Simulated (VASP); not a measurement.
# Ir (P6_3/mmc) in VASP: a series of runs

Ir is run at these levels: LDA; tasks: single point.

Program: VASP 6.6.1. These are calculated values, not measurements. Logs are shortened: lines on timing, memory, paths and dates and some standing lists are left out, and cuts for length are marked.

### 1 The cell of the first run

It takes space group P6_3/mmc (No. 194, hexagonal). The conventional cell has a = 2.678 Å, b = 2.678 Å, c = 4.035 Å, α = 90.00°, β = 90.00°, γ = 120.00°. Within 3.4 Å of Ir (site symmetry -6m2) lie 12 Ir at 2.54 to 2.68 Å.

This isn't the form of Ir at room conditions, which is fcc.

### 2 Single point, LDA

File INCAR:

```
PREC = Accurate
ENCUT = 500
EDIFF = 1E-6
ISMEAR = 0
SIGMA = 0.15
LREAL = F
LASPH = T
NELM = 120
ALGO = Normal
ISIF = 2
LWAVE = F
LCHARG = F
GGA = CA
NBANDS = 16
GGA_COMPAT = F
```

File KPOINTS:

```
Automatic mesh
0
Gamma
  18 18 10
```

File POSCAR:

```
Ir
1.0
    2.6782000000      0.0000000000      0.0000000000
   -1.3391000000      2.3193892364      0.0000000000
    0.0000000000      0.0000000000      4.0353000000
Ir
2
Direct
    0.6666666667      0.3333333333      0.7500000000
    0.3333333333      0.6666666667      0.2500000000
```

Potentials or basis: VASP PAW LDA potentials, release 64 (Ir).

Run with:

```sh
$ cat potpaw_LDA.64/Ir/POTCAR > POTCAR
$ mpirun -np 1 vasp_std > vasp.out
```

OUTCAR:

```text
PREC = Accurate
   ENCUT = 500
   EDIFF = 1E-6
   ISMEAR = 0
   LREAL = F
   LASPH = T
   NELM = 120
   ISIF = 2
   GGA = CA

 ion  position               nearest neighbor table
   1  0.667  0.333  0.750-   2 2.54   2 2.54   2 2.54   2 2.54   2 2.54   2 2.54
   2  0.333  0.667  0.250-   1 2.54   1 2.54   1 2.54   1 2.54   1 2.54   1 2.54

  LATTYP: Found a hexagonal cell.
 ALAT       =     2.6782000000
 C/A-ratio  =     1.5067209320

  Lattice vectors:

 A1 = (   2.6782000000,   0.0000000000,   0.0000000000)
 A2 = (  -1.3391000000,   2.3193892364,   0.0000000000)
 A3 = (   0.0000000000,   0.0000000000,   4.0353000000)

Analysis of symmetry for initial positions (statically):
=====================================================================
 Subroutine PRICEL returns:
 Original cell was already a primitive cell.

 Routine SETGRP: Setting up the symmetry group for a
 hexagonal supercell.

 Subroutine GETGRP returns: Found 24 space group operations
 (whereof 12 operations were pure point group operations)
 out of a pool of 24 trial point group operations.

The static configuration has the point symmetry D_3d.
 The point group associated with its full space group is D_6h.

Analysis of symmetry for dynamics (positions and initial velocities):
=====================================================================
 Subroutine PRICEL returns:
 Original cell was already a primitive cell.

 Routine SETGRP: Setting up the symmetry group for a
 hexagonal supercell.

 Subroutine GETGRP returns: Found 24 space group operations
 (whereof 12 operations were pure point group operations)
 out of a pool of 24 trial point group operations.

The dynamic configuration has the point symmetry D_3d.
 The point group associated with its full space group is D_6h.

 Subroutine INISYM returns: Found 24 space group operations
 (whereof 12 operations are pure point group operations),
 and found     1 'primitive' translations

----------------------------------------------------------------------------------------

                                     Primitive cell

  volume of cell :      25.0664

  direct lattice vectors                    reciprocal lattice vectors
     2.678200000  0.000000000  0.000000000     0.373385109  0.215573993  0.000000000
    -1.339100000  2.319389236  0.000000000     0.000000000  0.431147987  0.000000000
     0.000000000  0.000000000  4.035300000     0.000000000  0.000000000  0.247813050
[... 83 lines left out ...]
   NELM   =    120;   NELMIN=  2; NELMDL= -5     # of ELM steps
   EDIFF  = 0.1E-05   stopping-criterion for ELM
   LREAL  =      F    real-space projection
   EDIFFG = 0.1E-04   stopping-criterion for IOM
   NSW    =      0    number of steps for IOM
   IBRION =     -1    ionic relax: 0-MD 1-quasi-New 2-CG
   NFREE  =      0    steps in history (QN), initial steepest desc. (CG)
   ISIF   =      2    stress and relaxation
   ISYM   =      2    0-nonsym 1-usesym 2-fastsym
   POTIM  = 0.5000    time-step for ionic-motion
   TEBEG  =    0.0;   TEEND  =   0.0 temperature during run
   PSTRESS=    0.0 pullay stress
   NELECT =      18.0000    total number of electrons
   NUPDOWN=      -1.0000    fix difference up-down
   EMIN   =  10.00;   EMAX   =-10.00  energy-range for DOS
   EFERMI =   0.00;   METHOD = LEGACY
   ISMEAR =     0;   SIGMA  =   0.15  broadening in eV -4-tet -1-fermi 0-gaus
   EFERMI_NEDOS =   21; number of points for ismear=-14 and -15
   IALGO  =     38    algorithm
   IMIX   =      4    mixing-type and parameters
     AMIX     =   0.40;   BMIX     =  1.00
     AMIX_MAG =   1.60;   BMIX_MAG =  1.00
  volume/ion in A,a.u.               =      12.53        84.58
  Fermi-wavevector in a.u.,A,eV,Ry     =   1.466003  2.770344 29.241160  2.149165
  Thomas-Fermi vector in A             =   2.581792
   LORBIT       =      0    0 simple, 1 ext, 2 COOP (PROOUT), +10 PAW based schemes
   GGA     = CA    functional components
   LHFCALC =     F    Hartree Fock is set to
   AEXX    =    0.0000 exact exchange contribution
   IVDW    =     0    specifies the selected vdW correction
   LEPSILON=     F    determine dielectric tensor
   LRPA    =     F    only Hartree local field effects (RPA)
 non-spin polarized calculation
 Gauss-broadening in eV      SIGMA  =   0.15
  energy-cutoff  :      500.00
  volume of cell :       25.07
 maximum number of plane-waves:       663
 NGX is ok and might be reduce to    20
   NGX =  9   NGY =  9   NGZ = 15

 number of electron      18.0000000 magnetization

 Free energy of the ion-electron system (eV)
  ---------------------------------------------------
  ext. energy  EPLUGINS =         0.00000000
  ---------------------------------------------------
  free energy    TOTEN  =       -19.84655320 eV

  energy without entropy =      -19.81699746  energy(sigma->0) =      -19.83177533

 E-fermi :  12.8187     XC(G=0): -14.8391

 val. band max:       12.8185368006   @ k =   0.3333   0.3333   0.4000
 cond. band min:      12.8199135603   @ k =   0.3333   0.2222   0.2000
 fundamental gap:      0.0013767597
 Fermi energy:        12.8186749595

 k-point     1 :       0.0000    0.0000    0.0000
  band No.  band energies     occupation
      1       0.1342      2.00000
      2       3.1685      2.00000
      3       7.9550      2.00000
      4       7.9550      2.00000
      5       8.8293      2.00000
      6       8.9969      2.00000
[... 433 lines left out ...]
      3       4.5333      2.00000
      4       7.1222      2.00000
      5       7.6822      2.00000
      6       8.8555      2.00000
[... 8 lines left out ...]
     15      25.4197      0.00000
     16      27.2088      0.00000

 [... further k-points ...]

------------------------ aborting loop because EDIFF is reached ----------------------------------------

  FORCE on cell =-STRESS in cart. coord.  units (eV):
  Direction    XX          YY          ZZ          XY          YZ          ZX
  --------------------------------------------------------------------------------------
  -------------------------------------------------------------------------------------
  Total        7.4145097      7.4145097     14.3284731      0.0000000      0.0000000      0.0000000
  in kB      473.9151019    473.9151019    915.8366596      0.0000000      0.0000000      0.0000000
  external PRESSURE =     621.2222878 kB  Pullay stress =       0.0000000 kB

 VOLUME and BASIS-vectors are now :
 -----------------------------------------------------------------------------
  energy-cutoff  :      500.00
  volume of cell :       25.07
      direct lattice vectors                 reciprocal lattice vectors
     2.678200000  0.000000000  0.000000000     0.373385109  0.215573993  0.000000000
    -1.339100000  2.319389236  0.000000000     0.000000000  0.431147987  0.000000000
     0.000000000  0.000000000  4.035300000     0.000000000  0.000000000  0.247813050

 POSITION                                       TOTAL-FORCE (eV/Angst)
 -----------------------------------------------------------------------------------
      1.33910      0.77313      3.02648         0.000000     -0.000000      0.000000
     -0.00000      1.54626      1.00883        -0.000000      0.000000      0.000000
 -----------------------------------------------------------------------------------
    total drift:                               -0.000000      0.000000     -0.000000

  FREE ENERGIE OF THE ION-ELECTRON SYSTEM (eV)
  ---------------------------------------------------
  free  energy   TOTEN  =       -19.8465532006 eV

  energy  without entropy=      -19.8169974641  energy(sigma->0) =      -19.83177533
```

OSZICAR:

```text
N       E                     dE             d eps       ncg     rms          rms(c)
DAV:   1     0.146556665832E+03    0.14656E+03   -0.82924E+03  7112   0.112E+03
DAV:   2    -0.172827840390E+02   -0.16384E+03   -0.14846E+03  7112   0.317E+02
DAV:   3    -0.208625319089E+02   -0.35797E+01   -0.35392E+01  9616   0.574E+01
DAV:   4    -0.209049826880E+02   -0.42451E-01   -0.42440E-01  8112   0.514E+00
DAV:   5    -0.209062488977E+02   -0.12662E-02   -0.12662E-02  9984   0.927E-01    0.323E+01
DAV:   6    -0.200825117468E+02    0.82374E+00   -0.73971E-01  9296   0.117E+01    0.147E+01
DAV:   7    -0.198606451198E+02    0.22187E+00   -0.32030E-01  9504   0.725E+00    0.204E+00
DAV:   8    -0.198473207209E+02    0.13324E-01   -0.17464E-02  8696   0.162E+00    0.888E-01
DAV:   9    -0.198465678546E+02    0.75287E-03   -0.37887E-04  9552   0.184E-01    0.102E-01
DAV:  10    -0.198465558261E+02    0.12028E-04   -0.25909E-05  9288   0.452E-02    0.362E-02
DAV:  11    -0.198465532523E+02    0.25738E-05   -0.30781E-06  9544   0.203E-02    0.221E-03
DAV:  12    -0.198465532006E+02    0.51696E-07   -0.73124E-08  5232   0.243E-03
   1 F= -.19846553E+02 E0= -.19831775E+02  d E =-.295557E-01
```

It took 1.9 min on 1 thread of AMD EPYC 7R13, shared host; peak memory 0.15 GiB.

Results:

```yaml
Free_energy: -19.8466 eV
Pressure: 62.1 GPa
Band_gap_on_the_k_mesh: zero (bands 9 and 10 overlap by 3.85 eV)
```

Levels at points of the mesh, in eV from the Fermi level:
| k point | band 7 | band 8 | band 9 | band 10 | band 11 | band 12 |
| --- | --- | --- | --- | --- | --- | --- |
| (0.00, 0.00, 0.00) | -3.82 | -3.73 | -3.73 | -0.24 | 0.20 | 0.20 |
| (0.50, 0.00, 0.00) | -3.12 | 0.22 | 0.98 | 1.59 | 3.17 | 4.67 |
| (0.00, 0.00, 0.50) | -4.96 | -4.96 | -0.55 | -0.55 | -0.55 | -0.55 |
| (0.50, 0.00, 0.50) | -1.35 | -1.35 | 0.69 | 0.69 | 2.15 | 2.15 |

Caveat: the cell stands under pressure; spin-orbit coupling is left out, which moves the levels of the heavy elements.

### 3 Single point, LDA

This run uses another cell than the first one, of 12.60 Å³/atom.

INCAR is that of step 2.

KPOINTS is that of step 2.

File POSCAR:

```
Ir
1.0
    2.6421000000      0.0000000000      0.0000000000
   -1.3210500000      2.2881257193      0.0000000000
    0.0000000000      0.0000000000      4.1669000000
Ir
2
Direct
    0.6666666667      0.3333333333      0.7500000000
    0.3333333333      0.6666666667      0.2500000000
```

Potentials or basis: VASP PAW LDA potentials, release 64 (Ir).

Run with:

```sh
$ cat potpaw_LDA.64/Ir/POTCAR > POTCAR
$ mpirun -np 1 vasp_std > vasp.out
```

It took 80 s on 1 thread of AMD EPYC 7R13, shared host; peak memory 0.15 GiB.

Results (log left out):

```yaml
Free_energy: -20.0494 eV
Pressure: 55.5 GPa
Band_gap_on_the_k_mesh: zero (bands 9 and 10 overlap by 4.11 eV)
```

Stress tensor (GPa, compression positive):
```
48.94  0.00  0.00
 0.00 48.94  0.00
 0.00  0.00 68.54
```

Levels at points of the mesh, in eV from the Fermi level:
```tsv
k point	band 6	band 7	band 8	band 9	band 10	band 11	band 12	band 13
(0.00, 0.00, 0.00)	-3.84	-3.84	-3.21	-3.21	-0.78	0.25	0.25	8.61
(0.50, 0.00, 0.00)	-4.11	-3.42	0.63	1.23	1.35	3.37	4.94	9.05
(0.00, 0.00, 0.50)	-4.95	-4.95	-4.95	-0.58	-0.58	-0.58	-0.58	13.47
(0.50, 0.00, 0.50)	-2.79	-1.28	-1.28	0.99	0.99	2.25	2.25	8.71
```

Caveat: the cell stands under pressure; spin-orbit coupling is left out, which moves the levels of the heavy elements.

### 4 Single point, LDA

This run uses another cell than the first one, of 12.62 Å³/atom.

File INCAR:

```
SYSTEM = Ir
ALGO     = Normal         ! electronic algorithm
EDIFF    = 1E-6           ! SCF threshold, eV
ENCUT    = 500            ! plane-wave cutoff, eV
GGA_COMPAT= .False.      
ISIF     = 2              ! what is computed and relaxed
ISMEAR   = 0              ! smearing method
LASPH    = .True.         ! aspherical terms in the spheres
LCHARG   = .False.        ! write CHGCAR
LREAL    = .False.        ! projectors in reciprocal space
LWAVE    = .False.        ! write WAVECAR
NBANDS   = 16             ! bands
NELM     = 120            ! most SCF steps
PREC     = Accurate       ! precision mode
SIGMA    = 0.15           ! smearing width, eV
```

File KPOINTS:

```
k-points
0
Gamma
  18 18 10
  0 0 0
```

File POSCAR:

```
Ir
1.0
    2.5159000000      0.0000000000      0.0000000000
   -1.2579500000      2.1788333134      0.0000000000
    0.0000000000      0.0000000000      4.6056000000
Ir
2
Direct
    0.6666666667      0.3333333333      0.7500000000
    0.3333333333      0.6666666667      0.2500000000
```

Run with:

```sh
$ cat potpaw_LDA.64/Ir/POTCAR > POTCAR
$ mpirun -np 1 vasp_std > vasp.out
```

Wall time 75 s (1 thread of AMD EPYC 7R13, shared host); peak memory 0.15 GiB.

The run converged. Its results:

```yaml
Free_energy: -19.6171 eV
Pressure: 61.9 GPa
Band_gap_on_the_k_mesh: zero (bands 9 and 10 overlap by 4.37 eV)
```

Stress tensor (GPa, compression positive):
```
88.38  0.00  0.00
 0.00 88.38  0.00
 0.00  0.00  9.07
```

Levels at points of the mesh, in eV from the Fermi level:
| k point | band 6 | band 7 | band 8 | band 9 | band 10 | band 11 | band 12 | band 13 |
| --- | --- | --- | --- | --- | --- | --- | --- | --- |
| (0.00, 0.00, 0.00) | -3.95 | -3.95 | -2.10 | -1.43 | -1.43 | 0.69 | 0.69 | 6.60 |
| (0.50, 0.00, 0.00) | -3.63 | -3.22 | 0.82 | 2.08 | 2.34 | 3.85 | 5.54 | 9.79 |
| (0.00, 0.00, 0.50) | -4.36 | -4.36 | -4.36 | -0.13 | -0.13 | -0.13 | -0.13 | 12.82 |
| (0.50, 0.00, 0.50) | -1.80 | -0.95 | -0.95 | 2.22 | 2.22 | 2.37 | 2.37 | 9.72 |

Caveat: the cell stands under pressure; spin-orbit coupling is left out, which moves the levels of the heavy elements.

### 5 The runs side by side

| cell | gap on the mesh (eV) | pressure (GPa) |
| --- | --- | --- |
| a = 2.678, b = 2.678, c = 4.035 Å, angles 90.0, 90.0, 120.0°, 2 atoms | none | 62.1 |
| a = 2.642, b = 2.642, c = 4.167 Å, angles 90.0, 90.0, 120.0°, 2 atoms | none | 55.5 |
| a = 2.516, b = 2.516, c = 4.606 Å, angles 90.0, 90.0, 120.0°, 2 atoms | none | 61.9 |

Alike in all rows: task single point; level LDA; potentials or basis VASP PAW LDA potentials, release 64 (Ir); no spin polarisation; k mesh 18 × 18 × 10; cutoff (eV) 500; smearing gaussian 0.15 eV.

Caveats: the cell stands under pressure; spin-orbit coupling is left out, which moves the levels of the heavy elements.

Total energies depend on the potentials used, so only differences within one code and one set of settings carry meaning.
